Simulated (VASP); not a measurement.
# Ga (Fm-3m) in VASP: a series of runs

Ga is run at these levels: r2SCAN; tasks: single point, relaxation of cell and atoms.

Everything below comes from runs of VASP 6.6.1. Logs are shortened: lines on timing, memory, paths and dates and some standing lists are left out, and cuts for length are marked.

## (1) The cell of the first run

Symmetry: Fm-3m, No. 225, cubic system. Conventional cell: a = 4.116 Å, b = 4.116 Å, c = 4.116 Å, α = 90.00°, β = 90.00°, γ = 90.00°. Within 3.8 Å of Ga (site symmetry m-3m) lie 12 Ga at 2.91 Å.

## (2) Single point, r2SCAN

The input, POSCAR:

```
Ga
1.0
    0.0000000000      2.0581816500      2.0581816500
    2.0581816500      0.0000000000      2.0581816500
    2.0581816500      2.0581816500      0.0000000000
Ga
1
Direct
    0.0000000000      0.0000000000      0.0000000000
```

The input, INCAR.step1:

```
  PREC = Accurate
  ENCUT = 520
  ISMEAR = 0
  SIGMA = 0.1
  LREAL = False
  LASPH = True
  NELM = 60
  NBANDS = 12
  GGA = PE
  ALGO = Normal
  EDIFF = 1E-4
  LWAVE = True
  LCHARG = False
```

The input, INCAR.step2:

```
  PREC = Accurate
  ENCUT = 520
  EDIFF = 1E-6
  ISMEAR = 0
  SIGMA = 0.1
  LREAL = False
  LASPH = True
  NELM = 60
  ALGO = Normal
  ISIF = 2
  LWAVE = False
  LCHARG = False
  METAGGA = R2SCAN
  LMIXTAU = True
  NBANDS = 12
  ISTART = 1
```

The input, KPOINTS:

```
regular mesh
0
Gamma
  6 6 6
```

Potentials or basis: VASP PAW PBE potentials, release 64 (Ga_d).

Run with:

```console
$ cat potpaw_PBE.64/Ga_d/POTCAR > POTCAR
$ cp INCAR.step1 INCAR
$ mpirun -np 1 vasp_std > vasp.out
$ cp INCAR.step2 INCAR
$ mpirun -np 1 vasp_std > vasp.out
```

OUTCAR:

```text
PREC = Accurate
   ENCUT = 520
   EDIFF = 1E-6
   ISMEAR = 0
   LREAL = False
   LASPH = True
   NELM = 60
   ISIF = 2
   METAGGA = R2SCAN
   ISTART = 1

 ion  position               nearest neighbor table
   1  0.000  0.000  0.000-

  LATTYP: Found a face centered cubic cell.
 ALAT       =     4.1163633000

  Lattice vectors:

 A1 = (   0.0000000000,   2.0581816500,   2.0581816500)
 A2 = (   2.0581816500,   0.0000000000,   2.0581816500)
 A3 = (   2.0581816500,   2.0581816500,   0.0000000000)

Analysis of symmetry for initial positions (statically):
=====================================================================
 Subroutine PRICEL returns:
 Original cell was already a primitive cell.

 Routine SETGRP: Setting up the symmetry group for a
 face centered cubic supercell.

 Subroutine GETGRP returns: Found 48 space group operations
 (whereof 48 operations were pure point group operations)
 out of a pool of 48 trial point group operations.

The static configuration has the point symmetry O_h .

Analysis of symmetry for dynamics (positions and initial velocities):
=====================================================================
 Subroutine PRICEL returns:
 Original cell was already a primitive cell.

 Routine SETGRP: Setting up the symmetry group for a
 face centered cubic supercell.

 Subroutine GETGRP returns: Found 48 space group operations
 (whereof 48 operations were pure point group operations)
 out of a pool of 48 trial point group operations.

The dynamic configuration has the point symmetry O_h .

 Subroutine INISYM returns: Found 48 space group operations
 (whereof 48 operations are pure point group operations),
 and found     1 'primitive' translations

----------------------------------------------------------------------------------------

                                     Primitive cell

  volume of cell :      17.4374

  direct lattice vectors                    reciprocal lattice vectors
     0.000000000  2.058181650  2.058181650    -0.242932882  0.242932882  0.242932882
     2.058181650  0.000000000  2.058181650     0.242932882 -0.242932882  0.242932882
     2.058181650  2.058181650  0.000000000     0.242932882  0.242932882 -0.242932882

  length of vectors
     2.910708403  2.910708403  2.910708403     0.420772095  0.420772095  0.420772095

  position of ions in fractional coordinates (direct lattice)
     0.000000000  0.000000000  0.000000000

  ion indices of the primitive-cell ions
   primitive index   ion index
                 1           1

----------------------------------------------------------------------------------------

 KPOINTS: regular mesh

Automatic generation of k-mesh.
 Grid dimensions read from file:
 generate k-points for:    6    6    6

 Generating k-lattice:

  Cartesian coordinates                     Fractional coordinates (reciprocal lattice)
    -0.040488814  0.040488814  0.040488814     0.166666667  0.000000000  0.000000000
     0.040488814 -0.040488814  0.040488814     0.000000000  0.166666667  0.000000000
     0.040488814  0.040488814 -0.040488814     0.000000000  0.000000000  0.166666667

  Length of vectors
     0.070128682  0.070128682  0.070128682

  Shift w.r.t. Gamma in fractional coordinates (k-lattice)
     0.000000000  0.000000000  0.000000000

 Subroutine IBZKPT returns following result:
 ===========================================

 Found     16 irreducible k-points:

 Following reciprocal coordinates:
            Coordinates               Weight
  0.000000  0.000000  0.000000      1.000000
  0.166667  0.000000  0.000000      8.000000
  0.333333  0.000000  0.000000      8.000000
  0.500000  0.000000  0.000000      4.000000
  0.166667  0.166667  0.000000      6.000000
  0.333333  0.166667  0.000000     24.000000
[... 8 lines left out ...]
 -0.333333  0.333333  0.166667     24.000000
 -0.333333  0.500000  0.166667     12.000000
   k-points           NKPTS =     16   k-points in BZ     NKDIM =     16   number of bands    NBANDS=     12
   number of dos      NEDOS =    301   number of ions     NIONS =      1
   total plane-waves  NPLWV =  13824
   dimension x,y,z NGX =    24 NGY =   24 NGZ =   24
   dimension x,y,z NGXF=    48 NGYF=   48 NGZF=   48
   ions per type =               1
   NGX,Y,Z   is equivalent  to a cutoff of  13.71, 13.71, 13.71 a.u.
   NGXF,Y,Z  is equivalent  to a cutoff of  27.42, 27.42, 27.42 a.u.
 SYSTEM =  unknown system
   PREC   = accura    normal or accurate (medium, high low for compatibility)
   ISTART =      1    job   : 0-new  1-cont  2-samecut
   ICHARG =      0    charge: 1-file 2-atom 10-const
   ISPIN  =      1    spin polarized calculation?
   LNONCOLLINEAR =      F non collinear calculations
   LSORBIT =      F    spin-orbit coupling
   LASPH  =      T    aspherical Exc in radial PAW
   ENCUT  =  520.0 eV  38.22 Ry    6.18 a.u.   5.41  5.41  5.41*2*pi/ulx,y,z
   NELM   =     60;   NELMIN=  2; NELMDL=  0     # of ELM steps
   EDIFF  = 0.1E-05   stopping-criterion for ELM
   LREAL  =      F    real-space projection
   EDIFFG = 0.1E-04   stopping-criterion for IOM
   NSW    =      0    number of steps for IOM
   IBRION =     -1    ionic relax: 0-MD 1-quasi-New 2-CG
   NFREE  =      0    steps in history (QN), initial steepest desc. (CG)
   ISIF   =      2    stress and relaxation
   ISYM   =      2    0-nonsym 1-usesym 2-fastsym
   POTIM  = 0.5000    time-step for ionic-motion
   TEBEG  =    0.0;   TEEND  =   0.0 temperature during run
   PSTRESS=    0.0 pullay stress
   NELECT =      13.0000    total number of electrons
   NUPDOWN=      -1.0000    fix difference up-down
   EMIN   =  10.00;   EMAX   =-10.00  energy-range for DOS
   EFERMI =   0.00;   METHOD = LEGACY
   ISMEAR =     0;   SIGMA  =   0.10  broadening in eV -4-tet -1-fermi 0-gaus
   EFERMI_NEDOS =   21; number of points for ismear=-14 and -15
   IALGO  =     38    algorithm
   IMIX   =      4    mixing-type and parameters
     AMIX     =   0.40;   BMIX     =  1.00
     AMIX_MAG =   1.60;   BMIX_MAG =  1.00
  volume/ion in A,a.u.               =      17.44       117.67
  Fermi-wavevector in a.u.,A,eV,Ry     =   1.484439  2.805182 29.981227  2.203558
  Thomas-Fermi vector in A             =   2.597975
   LORBIT       =      0    0 simple, 1 ext, 2 COOP (PROOUT), +10 PAW based schemes
   METAGGA = R2SCAN    functional components
   LHFCALC =     F    Hartree Fock is set to
   AEXX    =    0.0000 exact exchange contribution
   IVDW    =     0    specifies the selected vdW correction
   LEPSILON=     F    determine dielectric tensor
   LRPA    =     F    only Hartree local field effects (RPA)
 non-spin polarized calculation
 Gauss-broadening in eV      SIGMA  =   0.10
  energy-cutoff  :      520.00
  volume of cell :       17.44
 maximum number of plane-waves:       483
 NGX is ok and might be reduce to    24
   NGX = 11   NGY = 11   NGZ = 11

 number of electron      12.9999995 magnetization

 Free energy of the ion-electron system (eV)
  ---------------------------------------------------
  ext. energy  EPLUGINS =         0.00000000
  ---------------------------------------------------
  free energy    TOTEN  =       -11.38173627 eV

  energy without entropy =      -11.37867052  energy(sigma->0) =      -11.38020340

 E-fermi :   6.2382     XC(G=0): -12.6575

 val. band max:        5.5871516020   @ k =  -0.3333   0.1667   0.0000
 cond. band min:       6.2530590316   @ k =  -0.3333   0.3333   0.0000
 fundamental gap:      0.6659074296
 Fermi energy:         6.2381794970

 k-point     1 :       0.0000    0.0000    0.0000
  band No.  band energies     occupation
      1      -9.3301      2.00000
      2      -9.3301      2.00000
      3      -9.3301      2.00000
      4      -9.1759      2.00000
      5      -9.1759      2.00000
      6      -6.0906      2.00000
      7      20.1370      0.00000
      8      20.1372      0.00000
      9      20.1372      0.00000
     10      23.2847      0.00000
     11      23.7739      0.00000
     12      23.7740      0.00000

 k-point     2 :       0.1667    0.0000    0.0000
  band No.  band energies     occupation
      1      -9.3495      2.00000
      2      -9.2995      2.00000
      3      -9.2995      2.00000
      4      -9.1740      2.00000
      5      -9.1739      2.00000
      6      -5.2851      2.00000
      7      13.9218      0.00000
      8      18.8702      0.00000
      9      18.8703      0.00000
     10      22.0036      0.00000
     11      25.7045      0.00000
     12      25.7046      0.00000

 k-point     3 :       0.3333    0.0000    0.0000
  band No.  band energies     occupation
      1      -9.4117      2.00000
      2      -9.3059      2.00000
      3      -9.3059      2.00000
      4      -9.1006      2.00000
      5      -9.1006      2.00000
      6      -2.8282      2.00000
      7       6.9265      0.00000
      8      17.7206      0.00000
      9      17.7208      0.00000
     10      21.8446      0.00000
     11      23.2321      0.00000
     12      23.2322      0.00000
[... 166 lines left out ...]
 k-point    15 :      -0.3333    0.3333    0.1667
  band No.  band energies     occupation
      1      -9.3708      2.00000
      2      -9.3396      2.00000
      3      -9.2352      2.00000
      4      -9.1655      2.00000
      5      -9.0482      2.00000
      6       2.9109      2.00000
      7       3.8497      2.00000
      8       9.1282      0.00000
      9      10.5802      0.00000
     10      21.7391      0.00000
     11      23.9965      0.00000
     12      28.5261      0.00000

 k-point    16 :      -0.3333    0.5000    0.1667
  band No.  band energies     occupation
      1      -9.4320      2.00000
      2      -9.4085      2.00000
      3      -9.1678      2.00000
      4      -9.1151      2.00000
      5      -9.0148      2.00000
      6       4.3322      2.00000
      7       4.7625      2.00000
      8       7.7239      0.00000
      9       8.6025      0.00000
     10      20.9411      0.00000
     11      21.2100      0.00000
     12      29.9697      0.00000

------------------------ aborting loop because EDIFF is reached ----------------------------------------

  FORCE on cell =-STRESS in cart. coord.  units (eV):
  Direction    XX          YY          ZZ          XY          YZ          ZX
  --------------------------------------------------------------------------------------
  -------------------------------------------------------------------------------------
  Total       -0.0249318     -0.0249318     -0.0249318      0.0000000     -0.0000000     -0.0000000
  in kB       -2.2907815     -2.2907815     -2.2907815      0.0000000     -0.0000000     -0.0000000
  external PRESSURE =      -2.2907815 kB  Pullay stress =       0.0000000 kB

 VOLUME and BASIS-vectors are now :
 -----------------------------------------------------------------------------
  energy-cutoff  :      520.00
  volume of cell :       17.44
      direct lattice vectors                 reciprocal lattice vectors
     0.000000000  2.058181650  2.058181650    -0.242932882  0.242932882  0.242932882
     2.058181650  0.000000000  2.058181650     0.242932882 -0.242932882  0.242932882
     2.058181650  2.058181650  0.000000000     0.242932882  0.242932882 -0.242932882

 POSITION                                       TOTAL-FORCE (eV/Angst)
 -----------------------------------------------------------------------------------
      0.00000      0.00000      0.00000         0.000000      0.000000      0.000000
 -----------------------------------------------------------------------------------
    total drift:                               -0.000000      0.000000      0.000000

  FREE ENERGIE OF THE ION-ELECTRON SYSTEM (eV)
  ---------------------------------------------------
  free  energy   TOTEN  =       -11.3817362738 eV

  energy  without entropy=      -11.3786705202  energy(sigma->0) =      -11.38020340
```

It took 21 s on 1 thread of Intel Xeon Platinum 8488C (Sapphire Rapids), shared host; peak memory 0.14 GiB.

Results:

- Free energy: -11.3817 eV
- Pressure: -0.2 GPa

Levels at points of the mesh, in eV from the Fermi level:
| k point | band 4 | band 5 | band 6 | band 7 | band 8 | band 9 |
| --- | --- | --- | --- | --- | --- | --- |
| (0.00, 0.00, 0.00) | -15.41 | -15.41 | -12.33 | 13.90 | 13.90 | 13.90 |
| (0.50, 0.00, 0.00) | -15.29 | -15.29 | -5.25 | -4.67 | 11.16 | 11.16 |
| (0.50, 0.50, 0.00) | -15.25 | -15.25 | -3.12 | -2.16 | 5.44 | 5.44 |

Caveat: the k points lie up to 0.44 Å⁻¹ apart; the PAW data sets were made with another functional, which shifts forces and pressure a little.

(Part 1 of 2 ends here.)
